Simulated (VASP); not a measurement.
# Al2Cu (P4/mmm) in VASP: single point with PBE

Aim: the single point of Al2Cu with PBE.

Program: VASP 6.6.1. These are calculated values, not measurements. Logs are shortened: lines on timing, memory, paths and dates and some standing lists are left out, and cuts for length are marked.

## 1. The cell of the first run

Symmetry: P4/mmm, No. 123, tetragonal system. Conventional cell: a = 2.845 Å, b = 2.845 Å, c = 5.833 Å, α = 90.00°, β = 90.00°, γ = 90.00°. Within 3.4 Å of Al (site symmetry 4mm) lie 4 Cu at 2.58 Å and 6 Al at 2.60 to 3.23 Å. Within 3.4 Å of Cu (site symmetry 4/mmm) lie 8 Al at 2.58 Å and 4 Cu at 2.84 Å.

## 2. Single point, PBE

INCAR reads:

```
SYSTEM = Al2Cu
ALGO     = Normal         ! electronic algorithm
EDIFF    = 1E-7           ! SCF threshold, eV
ENCUT    = 520            ! plane-wave cutoff, eV
GGA      = PE             ! functional
ISIF     = 2              ! what is computed and relaxed
ISMEAR   = 0              ! smearing method
LASPH    = .TRUE.         ! aspherical terms in the spheres
LCHARG   = .TRUE.         ! write CHGCAR
LELF     = .TRUE.         ! ELF
LREAL    = .FALSE.        ! projectors in reciprocal space
LVHAR    = .TRUE.       
LWAVE    = .FALSE.        ! write WAVECAR
NBANDS   = 26             ! bands
NELM     = 80             ! most SCF steps
PREC     = Accurate       ! precision mode
SIGMA    = 0.2            ! smearing width, eV
```

KPOINTS reads:

```
k-points
0
G
  8 4 4
  0 0 0
```

POSCAR reads:

```
Al2Cu
1.0
    2.8447481984      0.0000000000      0.0000000000
    0.0000000000      5.6894963968      0.0000000000
    0.0000000000      0.0000000000      5.8332173213
Al Cu
4 2
Direct
    0.5000000000      0.2500000000      0.7230685575
    0.5000000000      0.7500000000      0.7230685575
    0.5000000000      0.2500000000      0.2769314425
    0.5000000000      0.7500000000      0.2769314425
    0.0000000000      0.5000000000      0.0000000000
    0.0000000000      0.0000000000      0.0000000000
```

Potentials or basis: VASP PAW PBE potentials, release 64 (Al, Cu).

Run with:

```sh
$ cat potpaw_PBE.64/Al/POTCAR potpaw_PBE.64/Cu/POTCAR > POTCAR
$ mpirun -np 1 vasp_std > vasp.out
```

OUTCAR:

```text
SYSTEM = Al2Cu
   EDIFF = 1E-7
   ENCUT = 520
   GGA = PE
   ISIF = 2
   ISMEAR = 0
   LASPH = .TRUE.
   LREAL = .FALSE.
   NELM = 80
   PREC = Accurate

 ion  position               nearest neighbor table
   1  0.500  0.250  0.723-   5 2.58   6 2.58   5 2.58   6 2.58   3 2.60   2 2.84   2 2.84   3 3.23

   2  0.500  0.750  0.723-   5 2.58   6 2.58   5 2.58   6 2.58   4 2.60   1 2.84   1 2.84   4 3.23

   3  0.500  0.250  0.277-   5 2.58   6 2.58   5 2.58   6 2.58   1 2.60   4 2.84   4 2.84   1 3.23

   4  0.500  0.750  0.277-   5 2.58   6 2.58   5 2.58   6 2.58   2 2.60   3 2.84   3 2.84   2 3.23

   5  0.000  0.500  0.000-   1 2.58   2 2.58   3 2.58   4 2.58   1 2.58   2 2.58   3 2.58   4 2.58

   6  0.000  0.000  0.000-   1 2.58   2 2.58   3 2.58   4 2.58   1 2.58   2 2.58   3 2.58   4 2.58

  LATTYP: Found a simple orthorhombic cell.
 ALAT       =     2.8447481984
 B/A-ratio  =     2.0000000000
 C/A-ratio  =     2.0505214924

  Lattice vectors:

 A1 = (   2.8447481984,   0.0000000000,   0.0000000000)
 A2 = (   0.0000000000,   5.6894963968,   0.0000000000)
 A3 = (   0.0000000000,   0.0000000000,   5.8332173213)

Analysis of symmetry for initial positions (statically):
=====================================================================
 Subroutine PRICEL returns following result:

  LATTYP: Found a simple tetragonal cell.
 ALAT       =     2.8447481984
 C/A-ratio  =     2.0505214924

  Lattice vectors:

 A1 = (   2.8447481984,   0.0000000000,   0.0000000000)
 A2 = (   0.0000000000,   2.8447481984,   0.0000000000)
 A3 = (   0.0000000000,   0.0000000000,   5.8332173213)

   2 primitive cells build up your supercell.

 Routine SETGRP: Setting up the symmetry group for a
 simple orthorhombic supercell.

 Subroutine GETGRP returns: Found  8 space group operations
 (whereof  8 operations were pure point group operations)
 out of a pool of  8 trial point group operations.

The static configuration has the point symmetry D_2h.

Analysis of symmetry for dynamics (positions and initial velocities):
=====================================================================
 Subroutine PRICEL returns following result:

  LATTYP: Found a simple tetragonal cell.
 ALAT       =     2.8447481984
 C/A-ratio  =     2.0505214924

  Lattice vectors:

 A1 = (   2.8447481984,   0.0000000000,   0.0000000000)
 A2 = (   0.0000000000,   2.8447481984,   0.0000000000)
 A3 = (   0.0000000000,   0.0000000000,   5.8332173213)

   2 primitive cells build up your supercell.

 Routine SETGRP: Setting up the symmetry group for a
 simple orthorhombic supercell.

 Subroutine GETGRP returns: Found  8 space group operations
 (whereof  8 operations were pure point group operations)
 out of a pool of  8 trial point group operations.

The dynamic configuration has the point symmetry D_2h.

 Subroutine INISYM returns: Found  8 space group operations
 (whereof  8 operations are pure point group operations),
 and found     2 'primitive' translations

----------------------------------------------------------------------------------------

                                     Primitive cell

  volume of cell :      47.2058

  direct lattice vectors                    reciprocal lattice vectors
     2.844748198  0.000000000  0.000000000     0.351524961  0.000000000  0.000000000
     0.000000000  2.844748198  0.000000000     0.000000000  0.351524961  0.000000000
     0.000000000  0.000000000  5.833217321     0.000000000  0.000000000  0.171431981

  length of vectors
     2.844748198  2.844748198  5.833217321     0.351524961  0.351524961  0.171431981

  position of ions in fractional coordinates (direct lattice)
     0.500000000  0.500000000  0.723068557
     0.500000000  0.500000000  0.276931443
     0.000000000  1.000000000  0.000000000

  ion indices of the primitive-cell ions
   primitive index   ion index
                 1           1
                 2           3
                 3           5

----------------------------------------------------------------------------------------

 KPOINTS: k-points

Automatic generation of k-mesh.
 Grid dimensions read from file:
 generate k-points for:    8    4    4

 Generating k-lattice:

  Cartesian coordinates                     Fractional coordinates (reciprocal lattice)
     0.043940620  0.000000000  0.000000000     0.125000000  0.000000000  0.000000000
     0.000000000  0.043940620  0.000000000     0.000000000  0.250000000  0.000000000
     0.000000000  0.000000000  0.042857995     0.000000000  0.000000000  0.250000000

  Length of vectors
     0.043940620  0.043940620  0.042857995

  Shift w.r.t. Gamma in fractional coordinates (k-lattice)
     0.000000000  0.000000000  0.000000000

 Subroutine IBZKPT returns following result:
 ===========================================

 Found     45 irreducible k-points:

 Following reciprocal coordinates:
            Coordinates               Weight
  0.000000  0.000000  0.000000      1.000000
  0.125000  0.000000  0.000000      2.000000
  0.250000  0.000000  0.000000      2.000000
  0.375000  0.000000  0.000000      2.000000
  0.500000  0.000000  0.000000      1.000000
  0.000000  0.250000  0.000000      2.000000
[... 16 lines left out ...]
  0.250000  0.250000  0.250000      8.000000
  0.375000  0.250000  0.250000      8.000000
 [... further k-points ...]
   k-points           NKPTS =     45   k-points in BZ     NKDIM =     45   number of bands    NBANDS=     26
   number of dos      NEDOS =    301   number of ions     NIONS =      6
   total plane-waves  NPLWV =  48384
   dimension x,y,z NGX =    24 NGY =   42 NGZ =   48
   dimension x,y,z NGXF=    48 NGYF=   84 NGZF=   96
   ions per type =               4   2
   NGX,Y,Z   is equivalent  to a cutoff of  14.03, 12.27, 13.68 a.u.
   NGXF,Y,Z  is equivalent  to a cutoff of  28.05, 24.54, 27.36 a.u.
 SYSTEM =  Al2Cu
   PREC   = accura    normal or accurate (medium, high low for compatibility)
   ISTART =      0    job   : 0-new  1-cont  2-samecut
   ICHARG =      2    charge: 1-file 2-atom 10-const
   ISPIN  =      1    spin polarized calculation?
   LNONCOLLINEAR =      F non collinear calculations
   LSORBIT =      F    spin-orbit coupling
   LASPH  =      T    aspherical Exc in radial PAW
   ENCUT  =  520.0 eV  38.22 Ry    6.18 a.u.   5.29 10.58 10.85*2*pi/ulx,y,z
   NELM   =     80;   NELMIN=  2; NELMDL= -5     # of ELM steps
   EDIFF  = 0.1E-06   stopping-criterion for ELM
   LREAL  =      F    real-space projection
   EDIFFG = 0.1E-05   stopping-criterion for IOM
   NSW    =      0    number of steps for IOM
   IBRION =     -1    ionic relax: 0-MD 1-quasi-New 2-CG
   NFREE  =      0    steps in history (QN), initial steepest desc. (CG)
   ISIF   =      2    stress and relaxation
   ISYM   =      2    0-nonsym 1-usesym 2-fastsym
   POTIM  = 0.5000    time-step for ionic-motion
   TEBEG  =    0.0;   TEEND  =   0.0 temperature during run
   PSTRESS=    0.0 pullay stress
   NELECT =      34.0000    total number of electrons
   NUPDOWN=      -1.0000    fix difference up-down
   EMIN   =  10.00;   EMAX   =-10.00  energy-range for DOS
   EFERMI =   0.00;   METHOD = LEGACY
   ISMEAR =     0;   SIGMA  =   0.20  broadening in eV -4-tet -1-fermi 0-gaus
   EFERMI_NEDOS =   21; number of points for ismear=-14 and -15
   IALGO  =     38    algorithm
   IMIX   =      4    mixing-type and parameters
     AMIX     =   0.40;   BMIX     =  1.00
     AMIX_MAG =   1.60;   BMIX_MAG =  1.00
  volume/ion in A,a.u.               =      15.74       106.19
  Fermi-wavevector in a.u.,A,eV,Ry     =   1.164732  2.201024 18.457660  1.356600
  Thomas-Fermi vector in A             =   2.301266
   LORBIT       =      0    0 simple, 1 ext, 2 COOP (PROOUT), +10 PAW based schemes
   GGA     = PE    functional components
   LHFCALC =     F    Hartree Fock is set to
   AEXX    =    0.0000 exact exchange contribution
   IVDW    =     0    specifies the selected vdW correction
   LEPSILON=     F    determine dielectric tensor
   LRPA    =     F    only Hartree local field effects (RPA)
 non-spin polarized calculation
 Gauss-broadening in eV      SIGMA  =   0.20
  energy-cutoff  :      520.00
  volume of cell :       94.41
 maximum number of plane-waves:      2564
 NGX is ok and might be reduce to    24
   NGX = 11   NGY = 21   NGZ = 21

 number of electron      33.9999988 magnetization

 Free energy of the ion-electron system (eV)
  ---------------------------------------------------
  ext. energy  EPLUGINS =         0.00000000
  ---------------------------------------------------
  free energy    TOTEN  =       -23.09803355 eV

  energy without entropy =      -23.07874971  energy(sigma->0) =      -23.08839163

 E-fermi :   7.4216     XC(G=0): -10.5674

 val. band max:        7.3677133065   @ k =   0.0000   0.0000   0.0000
 cond. band min:       7.5310540761   @ k =   0.5000   0.2500   0.0000
 fundamental gap:      0.1633407696
 Fermi energy:         7.4215693021

 k-point     1 :       0.0000    0.0000    0.0000
  band No.  band energies     occupation
      1      -3.1808      2.00000
      2       0.7814      2.00000
      3       1.0408      2.00000
      4       1.2347      2.00000
      5       1.3867      2.00000
      6       2.0107      2.00000
[... 18 lines left out ...]
     25      16.1477      0.00000
     26      16.2976      0.00000

 k-point     2 :       0.1250    0.0000    0.0000
  band No.  band energies     occupation
      1      -2.8904      2.00000
      2       0.9721      2.00000
      3       1.2099      2.00000
      4       1.5149      2.00000
      5       1.6319      2.00000
      6       2.1107      2.00000
[... 18 lines left out ...]
     25      14.5594      0.00000
     26      15.6351      0.00000

 k-point     3 :       0.2500    0.0000    0.0000
  band No.  band energies     occupation
      1      -2.0305      2.00000
      2       1.4458      2.00000
      3       1.5748      2.00000
      4       2.2775      2.00000
      5       2.3041      2.00000
      6       2.3564      2.00000
[... 572 lines left out ...]
 k-point    23 :       0.2500    0.2500    0.2500
  band No.  band energies     occupation
      1      -1.5182      2.00000
      2       0.5740      2.00000
      3       0.6250      2.00000
      4       1.9616      2.00000
      5       2.8570      2.00000
      6       2.8786      2.00000
[... 18 lines left out ...]
     25      12.8352      0.00000
     26      13.8781      0.00000

 k-point    24 :       0.3750    0.2500    0.2500
  band No.  band energies     occupation
      1      -0.1605      2.00000
      2       1.4863      2.00000
      3       1.5250      2.00000
      4       2.3607      2.00000
      5       2.8055      2.00000
      6       2.8224      2.00000
[... 18 lines left out ...]
     25      12.7098      0.00000
     26      13.1426      0.00000

 [... further k-points ...]
[... 5 lines left out ...]
  --------------------------------------------------------------------------------------
  -------------------------------------------------------------------------------------
  Total       -0.4096729     -0.4104487      0.9811462      0.0000000      0.0000000      0.0000000
  in kB       -6.9521962     -6.9653621     16.6501628      0.0000000      0.0000000      0.0000000
  external PRESSURE =       0.9108682 kB  Pullay stress =       0.0000000 kB

 VOLUME and BASIS-vectors are now :
 -----------------------------------------------------------------------------
  energy-cutoff  :      520.00
  volume of cell :       94.41
      direct lattice vectors                 reciprocal lattice vectors
     2.844748198  0.000000000  0.000000000     0.351524961  0.000000000  0.000000000
     0.000000000  5.689496397  0.000000000     0.000000000  0.175762481  0.000000000
     0.000000000  0.000000000  5.833217321     0.000000000  0.000000000  0.171431981

 POSITION                                       TOTAL-FORCE (eV/Angst)
 -----------------------------------------------------------------------------------
      1.42237      1.42237      4.21782        -0.000000     -0.000000     -0.064401
      1.42237      4.26712      4.21782         0.000000     -0.000000     -0.064401
      1.42237      1.42237      1.61540        -0.000000      0.000000      0.064401
      1.42237      4.26712      1.61540        -0.000000      0.000000      0.064401
      0.00000      2.84475      0.00000         0.000000     -0.000000      0.000000
      0.00000      0.00000      0.00000         0.000000      0.000000      0.000000
 -----------------------------------------------------------------------------------
    total drift:                                0.000000      0.000000     -0.000000

  FREE ENERGIE OF THE ION-ELECTRON SYSTEM (eV)
  ---------------------------------------------------
  free  energy   TOTEN  =       -23.0980335546 eV

  energy  without entropy=      -23.0787497112  energy(sigma->0) =      -23.08839163
```

Run time: 1.7 min. Hardware: 1 thread of Intel Xeon Platinum 8488C (Sapphire Rapids), shared host; peak memory 0.25 GiB.

What came out:

```
Free energy            : -23.0980 eV
Pressure               : 0.1 GPa
Largest force          : 0.064 eV/Å
Band gap on the k mesh : zero (bands 17 and 18 overlap by 3.73 eV)
```

Forces in eV/Å, atoms in the order of the input:
```
Al   0.000  0.000 -0.064
Al   0.000  0.000 -0.064
Al   0.000  0.000  0.064
Al   0.000  0.000  0.064
Cu   0.000  0.000  0.000
Cu   0.000  0.000  0.000
```
